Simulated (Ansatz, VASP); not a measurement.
**One calculation of TiSi4Ir, two programs**

```xyz
6
Lattice="1.8556 1.0713 6.0583 -1.8556 1.0713 6.0583 0.0000 -2.1427 6.0583" Properties=species:S:1:pos:R:3 pbc="T T T"
Ti    0.0000    0.0000    0.0000
Si    0.0000    0.0000   11.2657
Si    0.0000    0.0000    2.3453
Si    0.0000    0.0000   15.8296
Si    0.0000    0.0000    6.9092
Ir    0.0000    0.0000    9.0875
```

Change from the starting cell: species swapped into the TaVH4 type (R-3m, No. 166).

Alike in both runs: task relaxation of cell and atoms; functional PBE; k mesh 6 × 6 × 6; occupations gaussian, width 0.1 eV; no spin polarisation.

|  | VASP | Ansatz |
| --- | --- | --- |
| version | VASP 6.6.1 | Ansatz 0.2.0 |
| potentials or method | VASP PAW PBE potentials, release 64 (Ti_sv, Si, Ir), cutoff 500 eV | scalar-relativistic, plane waves, PAW |
| valence electrons in the cell | 37 | 45 |

Ansatz gave:

| Item | Value |
| --- | --- |
| gap on the k mesh at the Fermi level, each at its own relaxed structure (eV) | none |
| relaxed volume (Å³/atom) | 15.93 |
| relaxed cell length with the largest relative difference (Å) | 8.191 |

Question: Estimate VASP's values.

Answer: gap on the k mesh at the Fermi level, each at its own relaxed structure (eV): none; relaxed volume (Å³/atom): 15.91; relaxed cell length with the largest relative difference (Å): 8.191.

A gap of «none» marks a metal or a gap that the smearing closes. VASP's potentials hold 37 valence electrons a cell and Ansatz's 45, so a difference there can come from the potentials and not from the codes.

Neither program's run includes spin-orbit coupling. Noted on VASP's run: the volume moved by over 15 % at a fixed basis, so the end points are rough.
